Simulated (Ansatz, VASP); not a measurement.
Given: the input of a run of Ansatz 0.2.0 on B.

File input:

```
crystal:
  lattice:
    - [1.88524, 0.0, 0.0]
    - [0.0, 1.88524, 0.0]
    - [0.0, 0.0, 1.88524]
  atoms:
    - { symbol: B, position: [0.5, 0.5, 0.5] }
hamiltonian:
  xc:
    exchange: hjs_pbesol
    correlation: pbesol
    exx: { coeff: 0.25, omega: 0.207 }
  pseudopotentials: { kind: paw }
kpoints:
  mp_grid: { grid: [7, 7, 7] }
scf:
  occupations: { method: fermi_dirac, width: 0.05 }
output:
  forces: true
  stress: true
  eigenvalues: true
relax:
  f_tol: 0.01
  max_steps: 40
  cell: { stress_tol: 0.05 }
```

Translate it to VASP 6.6.1. Potentials there: VASP PAW PBE potentials, release 64 (B).

As run (the cutoff follows the program's own potentials):

Contents of POSCAR:

```
B
1.0
    1.8852400000      0.0000000000      0.0000000000
    0.0000000000      1.8852400000      0.0000000000
    0.0000000000      0.0000000000      1.8852400000
B
1
Direct
    0.5000000000      0.5000000000      0.5000000000
```

The input INCAR.step1:

```
ALGO = Normal
EDIFF = 1E-5
ENCUT = 600
GGA = PE
ISMEAR = -1
LASPH = True
LCHARG = False
LREAL = False
LWAVE = True
NBANDS = 8
NELM = 80
PREC = Accurate
SIGMA = 0.05
```

Contents of INCAR.step2:

```
AEXX = 0.25
ALGO = Normal
EDIFF = 1E-6
EDIFFG = -0.01
ENCUT = 600
GGA = PS
HFSCREEN = 0.207
IBRION = 2
ISIF = 3
ISMEAR = -1
ISTART = 1
LASPH = True
LCHARG = False
LHFCALC = True
LREAL = False
LWAVE = False
NELM = 80
NSW = 60
PREC = Accurate
PRECFOCK = Normal
SIGMA = 0.05
```

KPOINTS

```
k-points
0
Gamma
  7 7 7
```

Potentials or basis: VASP PAW PBE potentials, release 64 (B).

Launch:

```bash
$ cat potpaw_PBE.64/B/POTCAR > POTCAR
$ cp INCAR.step1 INCAR
$ mpirun -np 1 vasp_std > vasp.out
$ cp INCAR.step2 INCAR
$ mpirun -np 1 vasp_std > vasp.out
```

Both were run:

|  | VASP | Ansatz | Ansatz less VASP |
| --- | --- | --- | --- |
| gap on the k mesh at the Fermi level, each at its own relaxed structure (eV) | none | none | - |
| relaxed volume (Å³/atom) | 6.53 | 6.52 | -0.002 |
| relaxed cell length with the largest relative difference (Å) | 1.869 | 1.869 | -0.0002 |

VASP's potentials were made for PBE, not for PBEsol-based screened hybrid. A gap of «none» marks a metal or a gap that the smearing closes.

The k mesh is coarse, so the values compare programs but aren't converged. Noted on Ansatz's run: the plane-wave basis is chosen anew once the cell has moved, so the energies of steps on either side of that aren't comparable.
